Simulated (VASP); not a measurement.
Wanted: the native input for a VASP 6.6.1 run.

```yaml
Task: single point
Functional: LDA
Potentials_or_basis: VASP PAW LDA potentials, release 64 (K_sv, Br)
Cutoff: 520 eV
k_mesh: 6 × 6 × 6
Occupations: gaussian, width 0.05 eV
Spin: no spin polarisation
Dipole_correction: no
Further_INCAR_settings: ALGO = Normal; EDIFF = 1e-06; NBANDS = 15
```

The structure of KBr lies in POSCAR:

```
KBr
1.0
    4.0434990000      0.0000000000      0.0000000000
    0.0000000000      4.0434990000      0.0000000000
    0.0000000000      0.0000000000      4.0434990000
K Br
1 1
Direct
    0.0000000000      0.0000000000      0.0000000000
    0.5000000000      0.5309138199      0.5000000000
```

This cell differs from its parent crystal: all Br atoms moved +0.125 Å, as atom 2 along Cartesian [0 1 0].

One way to write it, as run:

INCAR

```
PREC = Accurate ; ENCUT = 520
EDIFF = 1E-6 ; ISMEAR = 0
SIGMA = 0.05 ; LREAL = False
LASPH = True ; NELM = 100
ALGO = Normal ; ISIF = 2
LWAVE = False ; LCHARG = True
LELF = True ; LVHAR = True
NBANDS = 15
```

KPOINTS

```
regular mesh
0
Gamma
  6 6 6
```

Potentials or basis: VASP PAW LDA potentials, release 64 (K_sv, Br).

Run with:

```console
$ cat potpaw_LDA.64/K_sv/POTCAR potpaw_LDA.64/Br/POTCAR > POTCAR
$ mpirun -np 1 vasp_std > vasp.out
```

Results of the run:

```yaml
Pressure: -2.5 GPa
Largest_force: 0.037 eV/Å
Band_gap_on_the_k_mesh: 3.49 eV, indirect (least direct gap 3.76 eV)
```

Caveat: the cell differs from its parent crystal (all Br atoms moved +0.125 Å, as atom 2 along Cartesian [0 1 0]).

It took 17 s on 1 thread of AMD EPYC 9R14 (Zen 4), with other jobs on the host, peak memory 0.14 GiB.
